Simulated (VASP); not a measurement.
TaBr4F, 6 atoms in the cell. Symmetry: F-43m, No. 216, cubic system. The conventional cell has a = 8.828 Å, b = 8.828 Å, c = 8.828 Å, α = 90.00°, β = 90.00°, γ = 90.00°. Within 2.6 Å of Ta (site symmetry -43m) lie 4 Br at 1.94 Å. Within 2.6 Å of Br (site symmetry 3m) lie 1 Ta at 1.94 Å. F (site symmetry -43m) has 12 Br at 3.65 Å and 6 Ta at 4.41 Å within 4.8 Å. 

- Program: VASP 6.6.1
- Task: single point
- Functional: PBE
- Potentials or basis: VASP PAW PBE potentials, release 64 (Ta_pv, Br, F)
- Cutoff: 520 eV
- k mesh: 4 × 4 × 4
- Occupations: gaussian, width 0.1 eV
- Spin: no spin polarisation
- Dipole correction: no
- Further INCAR settings: ALGO = Normal; EDIFF = 1e-07; NBANDS = 32

Potentials or basis: VASP PAW PBE potentials, release 64 (Ta_pv, Br, F).

Run with:

```console
$ cat potpaw_PBE.64/Ta_pv/POTCAR potpaw_PBE.64/Br/POTCAR potpaw_PBE.64/F/POTCAR > POTCAR
$ mpirun -np 1 vasp_std > vasp.out
```

Hardware: 1 thread of Intel(R) Xeon(R) 6975P-C (Granite Rapids), with other jobs on the host.

Problem. How long does it take, and how much memory?

Solution. It took 31 s on 1 thread of Intel(R) Xeon(R) 6975P-C (Granite Rapids), on a shared host, peak memory 0.33 GiB. Counts: scf iterations 17, k points 8.
